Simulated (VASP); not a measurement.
Wanted: the native input for a VASP 6.6.1 run.

```yaml
Task: density of states
Functional: LDA
Potentials_or_basis: VASP PAW LDA potentials, release 64 (Rh_pv)
Cutoff: 520 eV
k_mesh: 17 × 17 × 17
Occupations: fermi-dirac, width 0.08 eV
Spin: no spin polarisation
Dipole_correction: no
k_mesh_for_the_DOS: 26 × 26 × 26
Occupations_for_the_DOS: tetrahedron
Further_INCAR_settings: ALGO = Normal; EDIFF = 1e-06
```

Crystal: Rh.

```
CELL_PARAMETERS angstrom
2.39423 0.00000 0.00000
0.00000 2.39423 0.00000
0.00000 0.00000 2.39423
ATOMIC_POSITIONS crystal
Rh 0.00000 0.00000 0.00000
```

This cell differs from its parent crystal: volume scaled by 0.9.

These files were run (other wordings do the same):

POSCAR

```
Rh
1.0
    2.3942293885      0.0000000000      0.0000000000
    0.0000000000      2.3942293885      0.0000000000
    0.0000000000      0.0000000000      2.3942293885
Rh
1
Direct
    0.0000000000      0.0000000000      0.0000000000
```

INCAR.step1

```
PREC = Accurate
ENCUT = 520
EDIFF = 1E-6
ISMEAR = -1
SIGMA = 0.08
LREAL = F
LASPH = T
NELM = 100
ALGO = Normal
ISIF = 2
LWAVE = F
LCHARG = T
LMAXMIX = 4
GGA = CA
NBANDS = 14
```

KPOINTS.step1

```
regular mesh
0
Gamma
  17 17 17
```

INCAR.step2

```
PREC = Accurate
ENCUT = 520
EDIFF = 1E-6
ISMEAR = -5
SIGMA = 0.08
LREAL = F
LASPH = T
NELM = 100
ALGO = Normal
ISIF = 2
LWAVE = F
LCHARG = F
LMAXMIX = 4
GGA = CA
LORBIT = 11
NEDOS = 1001
ICHARG = 11
```

KPOINTS.step2

```
regular mesh
0
Gamma
  26 26 26
```

Potentials or basis: VASP PAW LDA potentials, release 64 (Rh_pv).

Launch:

```console
$ cat potpaw_LDA.64/Rh_pv/POTCAR > POTCAR
$ cp INCAR.step1 INCAR
$ cp KPOINTS.step1 KPOINTS
$ mpirun -np 1 vasp_std > vasp.out
$ cp INCAR.step2 INCAR
$ cp KPOINTS.step2 KPOINTS
$ mpirun -np 1 vasp_std > vasp.out
```

Results of the run:

```
Valence electrons inside the program's atomic spheres : Rh 14.09
```

It took 64 s on 1 thread of Intel(R) Xeon(R) Platinum 8259CL CPU @ 2.50GHz (Skylake/Cascade Lake), on a shared host, peak memory 0.2 GiB.
